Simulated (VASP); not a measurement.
# Mo3H in VASP: a series of runs

Mo3H is run at these levels: PBE; tasks: single point.

Everything below comes from runs of VASP 6.6.1. Logs are shortened: lines on timing, memory, paths and dates and some standing lists are left out, and cuts for length are marked.

## 1. The cell of the first run

The cell holds a slab with vacuum, 4 atoms: a = 2.737 Å, b = 2.737 Å, c = 21.308 Å, α = 90.00°, β = 90.00°, γ = 109.47°.

## 2. Single point, PBE, collinear spin, ferromagnetic start

File INCAR:

```
SYSTEM = Mo3H
  PREC = Accurate
  ENCUT = 520
  EDIFF = 1E-7
  ISMEAR = 0
  SIGMA = 0.1
  LREAL = .FALSE.
  LASPH = .TRUE.
  NELM = 150
  ALGO = Normal
  ISIF = 2
  LWAVE = .FALSE.
  LCHARG = .TRUE.
  ISPIN = 2
  MAGMOM = 0 0 0 1
  LORBIT = 11
  LMAXMIX = 4
  LDIPOL = .TRUE.
  IDIPOL = 3
  DIPOL = 0.5 0.5 0.333
  GGA = PE
  LELF = .TRUE.
  LVHAR = .TRUE.
  LVACPOTAV = .TRUE.
  NBANDS = 34
```

File KPOINTS:

```
Automatic mesh
0
G
  10 10 1
  0 0 0
```

File POSCAR:

```
Mo3H
1.0
    2.7370454666      0.0000000000      0.0000000000
   -0.9123484889      2.5805112132      0.0000000000
    0.0000000000      0.0000000000     21.3082440588
Mo H
3 1
Direct
    0.5000000000      0.5000000000      0.1877207708
    0.0000000000      0.0000000000      0.2888166433
    0.5000000000      0.5000000000      0.3899074948
    0.8333333333      0.8333333333      0.4668730108
```

Potentials or basis: VASP PAW PBE potentials, release 64 (Mo_sv, H).

Started as:

```console
$ cat potpaw_PBE.64/Mo_sv/POTCAR potpaw_PBE.64/H/POTCAR > POTCAR
$ mpirun -np 1 vasp_std > vasp.out
```

OUTCAR:

```text
SYSTEM = Mo3H
   PREC = Accurate
   ENCUT = 520
   EDIFF = 1E-7
   ISMEAR = 0
   LREAL = .FALSE.
   LASPH = .TRUE.
   NELM = 150
   ISIF = 2
   ISPIN = 2
   LORBIT = 11
   GGA = PE

 ion  position               nearest neighbor table
   1  0.500  0.500  0.188-   2 2.67   2 2.67   2 3.10   2 3.10
   2  0.000  0.000  0.289-   3 2.67   3 2.67   1 2.67   1 2.67   3 3.10   3 3.10   1 3.10   1 3.10

   3  0.500  0.500  0.390-   4 1.95   2 2.67   2 2.67   2 3.10   2 3.10
   4  0.833  0.833  0.467-   3 1.95

  LATTYP: Found a base centered orthorhombic cell.
 ALAT       =     3.1604678739
 B/A-ratio  =     1.4142135624
 C/A-ratio  =     6.7421169615

  Lattice vectors:

 A1 = (   2.7370454666,   0.0000000000,   0.0000000000)
 A2 = (  -0.9123484889,   2.5805112132,   0.0000000000)
 A3 = (   0.0000000000,   0.0000000000,  21.3082440588)

Analysis of symmetry for initial positions (statically):
=====================================================================
 Subroutine PRICEL returns:
 Original cell was already a primitive cell.

 Routine SETGRP: Setting up the symmetry group for a
 base centered orthorhombic supercell.

 Subroutine GETGRP returns: Found  2 space group operations
 (whereof  2 operations were pure point group operations)
 out of a pool of  8 trial point group operations.

The static configuration has the point symmetry C_1h.

Analysis of symmetry for dynamics (positions and initial velocities):
=====================================================================
 Subroutine PRICEL returns:
 Original cell was already a primitive cell.

 Routine SETGRP: Setting up the symmetry group for a
 base centered orthorhombic supercell.

 Subroutine GETGRP returns: Found  2 space group operations
 (whereof  2 operations were pure point group operations)
 out of a pool of  8 trial point group operations.

The dynamic configuration has the point symmetry C_1h.

Analysis of structural, dynamic, and magnetic symmetry:
=====================================================================
 Subroutine PRICEL returns:
 Original cell was already a primitive cell.

 Routine SETGRP: Setting up the symmetry group for a
 base centered orthorhombic supercell.

 Subroutine GETGRP returns: Found  2 space group operations
 (whereof  2 operations were pure point group operations)
 out of a pool of  8 trial point group operations.

The overall configuration has the point symmetry C_1h.

 Subroutine INISYM returns: Found  2 space group operations
 (whereof  2 operations are pure point group operations),
 and found     1 'primitive' translations

[... 137 lines left out ...]

 number of electron      42.9999994 magnetization       0.0116277

 number of electron      42.9999994 magnetization      -0.0000099

 dipolmoment           0.000000      0.000000      0.034337 electrons x Angstroem

 Free energy of the ion-electron system (eV)
  ---------------------------------------------------
  ext. energy  EPLUGINS =         0.00000000
  ---------------------------------------------------
  free energy    TOTEN  =       -33.58422854 eV

  energy without entropy =      -33.56646333  energy(sigma->0) =      -33.57534594

 E-fermi :   0.6943     XC(G=0):  -5.3342

 val. band max:        0.6794039567   @ k =   0.4000   0.1000   0.0000
 cond. band min:       0.7311111985   @ k =   0.1000   0.1000   0.0000
 fundamental gap:      0.0517072418
 Fermi energy:         0.6942645445

 spin component 1

 k-point     1 :       0.0000    0.0000    0.0000
  band No.  band energies     occupation
      1     -60.5800      1.00000
      2     -60.3771      1.00000
      3     -60.2677      1.00000
      4     -35.1119      1.00000
      5     -34.5030      1.00000
      6     -34.3031      1.00000
[... 853 lines left out ...]
     32       9.2569      0.00000
     33       9.7149      0.00000

 [... further k-points ...]

 spin component 2

 k-point     1 :       0.0000    0.0000    0.0000
  band No.  band energies     occupation
      1     -60.5800      1.00000
      2     -60.3771      1.00000
      3     -60.2677      1.00000
      4     -35.1119      1.00000
      5     -34.5030      1.00000
      6     -34.3031      1.00000
[... 853 lines left out ...]
     32       9.2569      0.00000
     33       9.7149      0.00000

 [... further k-points ...]

 [bands above 33 left out]

------------------------ aborting loop because EDIFF is reached ----------------------------------------

  FORCE on cell =-STRESS in cart. coord.  units (eV):
  Direction    XX          YY          ZZ          XY          YZ          ZX
  --------------------------------------------------------------------------------------
  -------------------------------------------------------------------------------------
  Total       -2.2488516     -2.5033492     -1.3519453     -0.3599140      0.2231922      0.1578207
  in kB      -23.9406505    -26.6499618    -14.3924350     -3.8315449      2.3760426      1.6801153
  external PRESSURE =     -21.6610158 kB  Pullay stress =       0.0000000 kB

 VOLUME and BASIS-vectors are now :
 -----------------------------------------------------------------------------
  energy-cutoff  :      520.00
  volume of cell :      150.50
      direct lattice vectors                 reciprocal lattice vectors
     2.737045467  0.000000000  0.000000000     0.365357467  0.129173371  0.000000000
    -0.912348489  2.580511213  0.000000000     0.000000000  0.387520114  0.000000000
     0.000000000  0.000000000 21.308244059     0.000000000  0.000000000  0.046930193

 POSITION                                       TOTAL-FORCE (eV/Angst)
 -----------------------------------------------------------------------------------
      0.91235      1.29026      4.00000         0.093715      0.132533      0.130913
      0.00000      0.00000      6.15418        -0.231869     -0.327912     -0.637260
      0.91235      1.29026      8.30824         0.100255      0.141783      1.807302
      1.52058      2.15043      9.94824         0.037899      0.053597     -1.300954
 -----------------------------------------------------------------------------------
    total drift:                                0.000005      0.000008      0.000145

  FREE ENERGIE OF THE ION-ELECTRON SYSTEM (eV)
  ---------------------------------------------------
  free  energy   TOTEN  =       -33.5842285397 eV

  energy  without entropy=      -33.5664633305  energy(sigma->0) =      -33.57534594

 vacuum level on the upper side and lower side of the slab         6.073         5.194

 total charge

# of ion       s       p       d       tot
------------------------------------------
    1        2.374   6.130   3.913  12.417
    2        2.384   6.210   3.958  12.552
    3        2.354   6.160   3.904  12.419
    4        0.451   0.007   0.000   0.459
--------------------------------------------------
tot          7.563  18.507  11.775  37.846

 magnetization (x)

# of ion       s       p       d       tot
------------------------------------------
    1       -0.000  -0.000  -0.000  -0.000
    2       -0.000  -0.000  -0.000  -0.000
    3        0.000   0.000   0.000   0.000
    4        0.000   0.000   0.000   0.000
--------------------------------------------------
tot          0.000  -0.000  -0.000  -0.000
```

OSZICAR:

```text
N       E                     dE             d eps       ncg     rms          rms(c)
DAV:   1     0.406946714809E+03    0.40695E+03   -0.26936E+04  5288   0.113E+03
DAV:   2    -0.246346999964E+02   -0.43158E+03   -0.41890E+03  5042   0.353E+02
DAV:   3    -0.346237498515E+02   -0.99890E+01   -0.96455E+01  5002   0.528E+01
DAV:   4    -0.347430777388E+02   -0.11933E+00   -0.11901E+00  4752   0.570E+00
[... 29 lines left out ...]
DAV:  34    -0.335842267773E+02   -0.36132E-05   -0.74856E-08  3478   0.853E-04    0.345E-04
DAV:  35    -0.335842281403E+02   -0.13630E-05   -0.32506E-08  3372   0.606E-04    0.232E-04
DAV:  36    -0.335842285643E+02   -0.42397E-06   -0.16475E-08  3128   0.462E-04    0.114E-04
DAV:  37    -0.335842285397E+02    0.24593E-07   -0.68900E-09  3204   0.375E-04
   1 F= -.33584229E+02 E0= -.33575346E+02  d E =-.177652E-01  mag=    -0.0000
```

Wall time 22 min (1 thread of AMD EPYC 7R13, shared host); peak memory 0.39 GiB.

Results:

| Property | Result |
| --- | --- |
| Free energy | -33.5842 eV |
| Largest force | 1.816 eV/Å |
| Net moment | 0.00 μB per cell |
| Valence electrons inside the program's atomic spheres | Mo 12.42, 12.55; H 0.46 |

Forces on the atoms (eV/Å):
```
Mo   0.094  0.133  0.131
Mo  -0.232 -0.328 -0.637
Mo   0.100  0.142  1.807
H    0.038  0.054 -1.301
```

Levels at points of the mesh, in eV from the Fermi level:
Spin up:
```tsv
k point	band 19	band 20	band 21	band 22	band 23	band 24	band 25	band 26
(0.00, 0.00, 0.00)	-1.50	-1.29	-0.94	-0.87	0.79	1.26	1.35	1.36
(0.50, 0.00, 0.00)	-1.54	-0.83	0.80	1.29	1.64	1.66	1.84	2.53
(0.50, 0.50, 0.00)	-1.23	-0.03	0.14	1.22	1.43	2.74	2.78	3.86
```
Spin down:
```
           k point  band 18  band 19  band 20  band 21  band 22  band 23  band 24  band 25  band 26  band 27
(0.00, 0.00, 0.00)    -2.27    -1.50    -1.29    -0.94    -0.87     0.79     1.26     1.35     1.36     1.64
(0.50, 0.00, 0.00)    -2.92    -1.54    -0.83     0.80     1.29     1.64     1.66     1.84     2.53     2.63
(0.50, 0.50, 0.00)    -2.84    -1.23    -0.03     0.14     1.22     1.43     2.74     2.78     3.86     3.94
```

(Continued in part 2 of 2.)
